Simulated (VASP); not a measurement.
Li3H2:

```
Li H
1.0
     3.66974    0.00000    0.00000
    -1.34646    3.44565    0.00000
    -1.23205   -0.93319    4.68250
Li H
3 2
Direct
  0.39009 0.67315 0.50396
  0.63555 0.10153 0.27052
  0.96478 0.91304 0.93065
  0.04237 0.30393 0.78409
  0.23578 0.18614 0.30060
```

The cell was generated, and may not be a known phase.

```yaml
Program: VASP 6.6.1
Task: relaxation of cell and atoms
Functional: PBE
Potentials_or_basis: VASP PAW PBE potentials, release 64 (Li_sv, H_h)
Cutoff: 1230 eV
k_mesh: 5 × 5 × 4
Occupations: gaussian, width 0.2 eV
Spin: no spin polarisation
```

At the start: pressure 2.3 GPa; volume 11.84 Å³/atom.

Q: How do energy, volume and symmetry change on relaxing?

A: Over 21 steps the energy falls by 445.9 meV/atom and the volume is 10.50 Å³/atom (-11.3 %); space group P1 (No. 1, to 0.1 Å) before, Imm2 (No. 44, to 0.1 Å).

The path:
```
step  energy change (eV)  largest force (eV/Å)  pressure (GPa)  volume (Å³)
   1              0.0000                1.5981            2.33        59.21
   2             -0.3680                1.0464            0.85        60.68
   3             -0.7749                0.6318           -0.89        63.89
   4             -0.8142                0.6953           -1.04        65.00
   5             -1.0612                0.5298           -1.43        64.48
   6             -1.4099                0.4537           -1.60        62.62
   7             -1.4485                0.5788           -1.37        61.60
   8             -1.6537                0.4321           -0.96        58.63
   9             -1.7300                0.4565           -0.05        56.20
  10             -1.7338                0.5492            0.30        55.56
  11             -1.8453                0.4246            0.23        54.82
  12             -1.8937                0.7354            0.45        53.82
  13             -1.9731                0.5237           -0.02        53.74
  14             -2.0449                0.5894           -0.63        53.38
  15             -2.1036                0.5053           -0.51        52.79
  16             -2.1834                0.2217            0.45        50.99
  17             -2.1846                0.2156            0.22        51.27
  18             -2.2113                0.1522            0.17        51.50
  19             -2.2210                0.1126            0.17        51.71
  20             -2.2266                0.0856            0.07        52.03
  21             -2.2297                0.0526           -0.07        52.50
```

Final structure:
```cif
data_structure
_symmetry_space_group_name_H-M 'P 1'
_symmetry_Int_Tables_number 1
_cell_length_a 4.5272
_cell_length_b 2.7339
_cell_length_c 4.9869
_cell_angle_alpha 74.097
_cell_angle_beta 116.823
_cell_angle_gamma 90.497
_cell_volume 52.50
loop_
_atom_site_label
_atom_site_type_symbol
_atom_site_fract_x
_atom_site_fract_y
_atom_site_fract_z
_atom_site_occupancy
Li1 Li 0.33523 0.52418 0.58644 1
Li2 Li 0.70822 0.14854 0.32972 1
Li3 Li 0.03982 0.83685 0.95861 1
H1 H 0.92727 0.49928 0.62334 1
H2 H 0.25803 0.16894 0.29170 1
```

Caveat: the k points lie up to 0.48 Å⁻¹ apart in the final cell, too coarse for converged energies and pressures of a metal; a cell axis changed by over 15 % at a fixed basis, so the end point is rough; the relaxation stopped at a loose force limit of 0.08 eV/Å, so its end isn't a converged minimum.
